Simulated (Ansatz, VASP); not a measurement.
**One calculation of Ag, two programs**

```
Ag
1.0
     0.00000    2.05282    2.05282
     2.05282    0.00000    2.05282
     2.05282    2.05282    0.00000
Ag
1
Direct
  0.00000 0.00000 0.00000
```

Alike in both runs: task single point; functional r2SCAN; k mesh 34 × 34 × 34; no spin polarisation.

```csv
,VASP,Ansatz
version,VASP 6.6.1,Ansatz 0.2.0
potentials or method,"VASP PAW PBE potentials, release 64 (Ag)","plane-wave PAW, scalar-relativistic"
plane-wave cutoff (eV),520,500
occupations,"methfessel-paxton of order 1, width 0.1 eV","cold, width 0.1 eV"
valence electrons in the cell,11,19
```

|  | VASP | Ansatz | Ansatz less VASP |
| --- | --- | --- | --- |
| pressure (GPa) | 0.0 | -0.1 | -0.14 |

VASP's potentials were made for PBE, not for r2SCAN. VASP's potentials hold 11 valence electrons a cell and Ansatz's 19, so a difference there can come from the potentials and not from the codes.
